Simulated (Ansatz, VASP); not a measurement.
# Two plane-wave programs on Re

```
Re
1.0
     0.00000    2.75971    2.75971
     2.75971    0.00000    2.75971
     2.75971    2.75971    0.00000
Re
2
Direct
  0.12500 0.12500 0.12500
  0.87500 0.87500 0.87500
```

Alike in both runs: task single point; functional PBEsol; k mesh 11 × 11 × 11; occupations fermi-dirac, width 0.1 eV; no spin polarisation.

```csv
,VASP,Ansatz
version,VASP 6.6.1,Ansatz 0.2.0
potentials or method,"VASP PAW PBE potentials, release 64 (Re_sv_GW), cutoff 560 eV","plane waves (420 eV) with PAW, scalar-relativistic"
valence electrons in the cell,30,30
```

|  | VASP | Ansatz | Ansatz less VASP |
| --- | --- | --- | --- |
| pressure (GPa) | 6.0 | 8.4 | +2.37 |

VASP's potentials were made for PBE, not for PBEsol, and Ansatz warns of the same on its side.

Neither program's run includes spin-orbit coupling.
